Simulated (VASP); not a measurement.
# Pt in VASP: relaxation of the atoms with PBE

Aim: the relaxation of the atoms of Pt with PBE.

Everything below comes from runs of VASP 6.6.1. Logs are shortened: lines on timing, memory, paths and dates and some standing lists are left out, and cuts for length are marked.

## (1) The cell of the first run

The cell holds a slab with vacuum, 3 atoms: a = 2.808 Å, b = 2.808 Å, c = 19.971 Å, α = 90.00°, β = 90.00°, γ = 90.00°.

## (2) Relaxation of the atoms, PBE

INCAR reads:

```
  PREC = Accurate
  ENCUT = 520
  EDIFF = 1E-7
  ISMEAR = -1
  SIGMA = 0.08
  LREAL = False
  LASPH = True
  NELM = 80
  ALGO = Normal
  ISIF = 2
  LWAVE = False
  LCHARG = False
  LDIPOL = True
  IDIPOL = 3
  DIPOL = 0.5 0.5 0.500
  GGA = PE
  IBRION = 2
  NSW = 32
  EDIFFG = -0.01
  LUSENCCL = False
```

KPOINTS reads:

```
Automatic mesh
0
Gamma
  12 12 1
```

POSCAR reads:

```
Pt
1.0
    2.8080030018      0.0000000000      0.0000000000
    0.0000000000      2.8080030018      0.0000000000
    0.0000000000      0.0000000000     19.9711000000
Pt
3
Direct
    0.0000000000      0.0000000000      0.4035726013
    0.5000000000      0.5000000000      0.4999999974
    0.0000000000      0.0000000000      0.5964274013
```

Potentials or basis: VASP PAW PBE potentials, release 64 (Pt).

Run with:

```sh
$ cat potpaw_PBE.64/Pt/POTCAR > POTCAR
$ mpirun -np 1 vasp_std > vasp.out
```

OUTCAR:

```text
PREC = Accurate
   ENCUT = 520
   EDIFF = 1E-7
   ISMEAR = -1
   LREAL = False
   LASPH = True
   NELM = 80
   ISIF = 2
   GGA = PE
   IBRION = 2
   NSW = 32
   EDIFFG = -0.01

 ion  position               nearest neighbor table
   1  0.000  0.000  0.404-   2 2.77   2 2.77   2 2.77   2 2.77
   2  0.500  0.500  0.500-   1 2.77   1 2.77   1 2.77   1 2.77   3 2.77   3 2.77   3 2.77   3 2.77

   3  0.000  0.000  0.596-   2 2.77   2 2.77   2 2.77   2 2.77

  LATTYP: Found a simple tetragonal cell.
 ALAT       =     2.8080030018
 C/A-ratio  =     7.1122074966

  Lattice vectors:

 A1 = (   2.8080030018,   0.0000000000,   0.0000000000)
 A2 = (   0.0000000000,   2.8080030018,   0.0000000000)
 A3 = (   0.0000000000,   0.0000000000,  19.9711000000)

Analysis of symmetry for initial positions (statically):
=====================================================================
 Subroutine PRICEL returns:
 Original cell was already a primitive cell.

 Routine SETGRP: Setting up the symmetry group for a
 simple tetragonal supercell.

 Subroutine GETGRP returns: Found 16 space group operations
 (whereof 16 operations were pure point group operations)
 out of a pool of 16 trial point group operations.

The static configuration has the point symmetry D_4h.

Analysis of symmetry for dynamics (positions and initial velocities):
=====================================================================
 Subroutine PRICEL returns:
 Original cell was already a primitive cell.

 Routine SETGRP: Setting up the symmetry group for a
 simple tetragonal supercell.

 Subroutine GETGRP returns: Found 16 space group operations
 (whereof 16 operations were pure point group operations)
 out of a pool of 16 trial point group operations.

The dynamic configuration has the point symmetry D_4h.

 Subroutine INISYM returns: Found 16 space group operations
 (whereof 16 operations are pure point group operations),
 and found     1 'primitive' translations

----------------------------------------------------------------------------------------

                                     Primitive cell

  volume of cell :     157.4697

  direct lattice vectors                    reciprocal lattice vectors
     2.808003002  0.000000000  0.000000000     0.356124975  0.000000000  0.000000000
     0.000000000  2.808003002  0.000000000     0.000000000  0.356124975  0.000000000
     0.000000000  0.000000000 19.971100000     0.000000000  0.000000000  0.050072355

  length of vectors
     2.808003002  2.808003002 19.971100000     0.356124975  0.356124975  0.050072355

  position of ions in fractional coordinates (direct lattice)
     0.000000000  0.000000000  0.403572601
     0.500000000  0.500000000  0.499999997
     0.000000000  0.000000000  0.596427401

  ion indices of the primitive-cell ions
   primitive index   ion index
                 1           1
                 2           2
                 3           3

----------------------------------------------------------------------------------------

 KPOINTS: Automatic mesh

Automatic generation of k-mesh.
 Grid dimensions read from file:
 generate k-points for:   12   12    1

 Generating k-lattice:

  Cartesian coordinates                     Fractional coordinates (reciprocal lattice)
     0.029677081  0.000000000  0.000000000     0.083333333  0.000000000  0.000000000
     0.000000000  0.029677081  0.000000000     0.000000000  0.083333333  0.000000000
     0.000000000  0.000000000  0.050072355     0.000000000  0.000000000  1.000000000

  Length of vectors
     0.029677081  0.029677081  0.050072355

  Shift w.r.t. Gamma in fractional coordinates (k-lattice)
     0.000000000  0.000000000  0.000000000

 Subroutine IBZKPT returns following result:
 ===========================================

 Found     28 irreducible k-points:

 Following reciprocal coordinates:
            Coordinates               Weight
  0.000000  0.000000  0.000000      1.000000
  0.083333  0.000000  0.000000      4.000000
  0.166667  0.000000  0.000000      4.000000
  0.250000  0.000000  0.000000      4.000000
  0.333333  0.000000  0.000000      4.000000
  0.416667  0.000000  0.000000      4.000000
[... 16 lines left out ...]
  0.333333  0.333333  0.000000      4.000000
  0.416667  0.333333  0.000000      8.000000
 [... further k-points ...]
   k-points           NKPTS =     28   k-points in BZ     NKDIM =     28   number of bands    NBANDS=     19
   number of dos      NEDOS =    301   number of ions     NIONS =      3
   total plane-waves  NPLWV =  86400
   dimension x,y,z NGX =    24 NGY =   24 NGZ =  150
   dimension x,y,z NGXF=    48 NGYF=   48 NGZF=  300
   ions per type =               3
   NGX,Y,Z   is equivalent  to a cutoff of  14.21, 14.21, 12.49 a.u.
   NGXF,Y,Z  is equivalent  to a cutoff of  28.42, 28.42, 24.97 a.u.
 SYSTEM =  unknown system
   PREC   = accura    normal or accurate (medium, high low for compatibility)
   ISTART =      0    job   : 0-new  1-cont  2-samecut
   ICHARG =      2    charge: 1-file 2-atom 10-const
   ISPIN  =      1    spin polarized calculation?
   LNONCOLLINEAR =      F non collinear calculations
   LSORBIT =      F    spin-orbit coupling
   LASPH  =      T    aspherical Exc in radial PAW
   ENCUT  =  520.0 eV  38.22 Ry    6.18 a.u.   5.22  5.22 37.13*2*pi/ulx,y,z
   NELM   =     80;   NELMIN=  2; NELMDL= -5     # of ELM steps
   EDIFF  = 0.1E-06   stopping-criterion for ELM
   LREAL  =      F    real-space projection
   EDIFFG = -.1E-01   stopping-criterion for IOM
   NSW    =     32    number of steps for IOM
   IBRION =      2    ionic relax: 0-MD 1-quasi-New 2-CG
   NFREE  =      1    steps in history (QN), initial steepest desc. (CG)
   ISIF   =      2    stress and relaxation
   ISYM   =      2    0-nonsym 1-usesym 2-fastsym
   POTIM  = 0.5000    time-step for ionic-motion
   TEBEG  =    0.0;   TEEND  =   0.0 temperature during run
   PSTRESS=    0.0 pullay stress
   NELECT =      30.0000    total number of electrons
   NUPDOWN=      -1.0000    fix difference up-down
   EMIN   =  10.00;   EMAX   =-10.00  energy-range for DOS
   EFERMI =   0.00;   METHOD = LEGACY
   ISMEAR =    -1;   SIGMA  =   0.08  broadening in eV -4-tet -1-fermi 0-gaus
   EFERMI_NEDOS =   21; number of points for ismear=-14 and -15
   IALGO  =     38    algorithm
   IMIX   =      4    mixing-type and parameters
     AMIX     =   0.40;   BMIX     =  1.00
     AMIX_MAG =   1.60;   BMIX_MAG =  1.00
  volume/ion in A,a.u.               =      52.49       354.22
  Fermi-wavevector in a.u.,A,eV,Ry     =   0.941997  1.780116 12.073245  0.887358
  Thomas-Fermi vector in A             =   2.069563
   LORBIT       =      0    0 simple, 1 ext, 2 COOP (PROOUT), +10 PAW based schemes
   GGA     = PE    functional components
   LHFCALC =     F    Hartree Fock is set to
   AEXX    =    0.0000 exact exchange contribution
   IVDW    =     0    specifies the selected vdW correction
   LEPSILON=     F    determine dielectric tensor
   LRPA    =     F    only Hartree local field effects (RPA)
 conjugate gradient relaxation of ions
 non-spin polarized calculation
  energy-cutoff  :      520.00
  volume of cell :      157.47
 maximum number of plane-waves:      4288
 NGX is ok and might be reduce to    24
   NGX = 11   NGY = 11   NGZ = 75

 dipolmoment           0.000000      0.000000     -0.000000 electrons x Angstroem

--------------------------------------- Ionic step        1  -------------------------------------------

 number of electron      30.0000003 magnetization

 Free energy of the ion-electron system (eV)
  ---------------------------------------------------
  ext. energy  EPLUGINS =         0.00000000
  ---------------------------------------------------
  free energy    TOTEN  =       -16.55331220 eV

  energy without entropy =      -16.43899061  energy(sigma->0) =      -16.49615141

------------------------ aborting loop because EDIFF is reached ----------------------------------------

  FORCE on cell =-STRESS in cart. coord.  units (eV):
  Direction    XX          YY          ZZ          XY          YZ          ZX
  --------------------------------------------------------------------------------------
  -------------------------------------------------------------------------------------
  Total       -3.2474419     -3.2474419     -0.1027077      0.0000000      0.0000000      0.0000000
  in kB      -33.0411270    -33.0411270     -1.0450007      0.0000000      0.0000000      0.0000000
  external PRESSURE =     -22.3757516 kB  Pullay stress =       0.0000000 kB

 VOLUME and BASIS-vectors are now :
 -----------------------------------------------------------------------------
  energy-cutoff  :      520.00
  volume of cell :      157.47
      direct lattice vectors                 reciprocal lattice vectors
     2.808003002  0.000000000  0.000000000     0.356124975  0.000000000  0.000000000
     0.000000000  2.808003002  0.000000000     0.000000000  0.356124975  0.000000000
     0.000000000  0.000000000 19.971100000     0.000000000  0.000000000  0.050072355
[... 38 lines left out ...]
 POSITION                                       TOTAL-FORCE (eV/Angst)
 -----------------------------------------------------------------------------------
      0.00000      0.00000      8.06058         0.000000     -0.000000      0.010314
      1.40400      1.40400      9.98555         0.000000      0.000000      0.000000
      2.80800      0.00000     11.91052         0.000000     -0.000000     -0.010314
 -----------------------------------------------------------------------------------
    total drift:                                0.000000     -0.000000      0.000004

  FREE ENERGIE OF THE ION-ELECTRON SYSTEM (eV)
  ---------------------------------------------------
  free  energy   TOTEN  =       -16.5533345538 eV

  energy  without entropy=      -16.4390707964  energy(sigma->0) =      -16.49620268

--------------------------------------- Ionic step        3  -------------------------------------------

 number of electron      30.0000003 magnetization

 dipolmoment           0.000000      0.000000      0.000000 electrons x Angstroem

 Free energy of the ion-electron system (eV)
  ---------------------------------------------------
  ext. energy  EPLUGINS =         0.00000000
  ---------------------------------------------------
  free energy    TOTEN  =       -16.55334488 eV

  energy without entropy =      -16.43912387  energy(sigma->0) =      -16.49623438

 E-fermi :  -0.8498     XC(G=0):  -4.8631

 val. band max:       -0.8772330145   @ k =   0.3333   0.1667   0.0000
 cond. band min:      -0.8440192447   @ k =   0.4167   0.1667   0.0000
 fundamental gap:      0.0332137699
 Fermi energy:        -0.8498110666

 k-point     1 :       0.0000    0.0000    0.0000
  band No.  band energies     occupation
      1      -9.6663      2.00000
      2      -7.1582      2.00000
      3      -7.0221      2.00000
      4      -6.7354      2.00000
      5      -5.4247      2.00000
      6      -4.4913      2.00000
[... 11 lines left out ...]
     18      -0.6851      0.22643
     19       1.2918      0.00000
[... 485 lines left out ...]
 k-point    24 :       0.4167    0.3333    0.0000
  band No.  band energies     occupation
      1      -6.5515      2.00000
      2      -6.3139      2.00000
      3      -6.2628      2.00000
      4      -6.0785      2.00000
      5      -4.9572      2.00000
      6      -4.6858      2.00000
[... 11 lines left out ...]
     18       4.3305      0.00000
     19       5.3076      0.00000

 [... further k-points ...]

------------------------ aborting loop because EDIFF is reached ----------------------------------------

 vacuum level on the upper side and lower side of the slab       (xc-potential included)        -0.087        -0.087

  FORCE on cell =-STRESS in cart. coord.  units (eV):
  Direction    XX          YY          ZZ          XY          YZ          ZX
  --------------------------------------------------------------------------------------
  -------------------------------------------------------------------------------------
  Total       -3.2162493     -3.2162493     -0.0631660      0.0000000     -0.0000000      0.0000000
  in kB      -32.7237579    -32.7237579     -0.6426827      0.0000000     -0.0000000      0.0000000
  external PRESSURE =     -22.0300661 kB  Pullay stress =       0.0000000 kB

 VOLUME and BASIS-vectors are now :
 -----------------------------------------------------------------------------
  energy-cutoff  :      520.00
  volume of cell :      157.47
      direct lattice vectors                 reciprocal lattice vectors
     2.808003002  0.000000000  0.000000000     0.356124975  0.000000000  0.000000000
     0.000000000  2.808003002  0.000000000     0.000000000  0.356124975  0.000000000
     0.000000000  0.000000000 19.971100000     0.000000000  0.000000000  0.050072355

 POSITION                                       TOTAL-FORCE (eV/Angst)
 -----------------------------------------------------------------------------------
      0.00000      0.00000      8.06115         0.000000     -0.000000      0.006302
      1.40400      1.40400      9.98555         0.000000      0.000000      0.000000
      0.00000      0.00000     11.90995         0.000000      0.000000     -0.006302
 -----------------------------------------------------------------------------------
    total drift:                                0.000000      0.000000      0.000004

  FREE ENERGIE OF THE ION-ELECTRON SYSTEM (eV)
  ---------------------------------------------------
  free  energy   TOTEN  =       -16.5533448818 eV

  energy  without entropy=      -16.4391238740  energy(sigma->0) =      -16.49623438

 reached required accuracy - stopping structural energy minimisation

 vacuum level on the upper side and lower side of the slab         4.735         4.735
```

Wall time 2.7 min (1 × NVIDIA H100 80GB with 1 thread of AMD EPYC 7R13 (Zen 3), shared host); peak memory 1.4 GiB.

What came out:

```yaml
Free_energy: -16.5533 eV
Energy_gained_by_relaxing: 0.0 meV/atom
Ionic_steps: 3
Largest_force_after_relaxing: 0.006 eV/Å
Band_gap_on_the_k_mesh: zero (bands 15 and 16 overlap by 1.25 eV)
```

Forces in eV/Å, atoms in the order of the input:
```
Pt   0.000  0.000  0.006
Pt   0.000  0.000  0.000
Pt   0.000  0.000 -0.006
```

Final structure:
```
Pt
1.0
     2.80800    0.00000    0.00000
     0.00000    2.80800    0.00000
     0.00000    0.00000   19.97110
Pt
3
Direct
  0.00000 0.00000 0.40364
  0.50000 0.50000 0.50000
  0.00000 0.00000 0.59636
```

Levels at points of the mesh, in eV from the Fermi level:
```csv
k point,band 11,band 12,band 13,band 14,band 15,band 16,band 17,band 18,band 19
"(0.00, 0.00, 0.00)",-1.30,-1.26,-1.26,-0.35,-0.16,0.11,0.16,0.16,2.14
"(0.50, 0.00, 0.00)",-1.60,-0.93,-0.39,-0.26,0.06,0.81,1.76,1.78,4.00
"(0.50, 0.50, 0.00)",-0.57,-0.14,0.38,0.86,0.87,3.65,3.65,7.40,7.40
```

Caveat: spin-orbit coupling is left out, which moves the levels of the heavy elements.
